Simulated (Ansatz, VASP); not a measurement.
# Fe: VASP beside Ansatz

```xyz
1
Lattice="0.0000 1.7572 1.7572 1.7572 0.0000 1.7572 1.7572 1.7572 0.0000" Properties=species:S:1:pos:R:3 pbc="T T T"
Fe    0.0000    0.0000    0.0000
```

Alike in both runs: task single point; functional revPBE; k mesh 17 × 17 × 17; occupations fermi-dirac, width 0.1 eV; no spin polarisation.

|  | VASP | Ansatz |
| --- | --- | --- |
| version | VASP 6.6.1 | Ansatz 0.2.0 |
| potentials or method | VASP PAW PBE potentials, release 64 (Fe), cutoff 520 eV | plane waves (420 eV) with PAW, scalar-relativistic |
| valence electrons in the cell | 8 | 16 |

|  | VASP | Ansatz | Ansatz less VASP |
| --- | --- | --- | --- |
| pressure (GPa) | -9.9 | -9.5 | +0.35 |

VASP's potentials were made for PBE, not for revPBE. The functional is the same, so the differences come from potentials, cutoffs and numerics. VASP's potentials hold 8 valence electrons a cell and Ansatz's 16, so a difference there can come from the potentials and not from the codes.
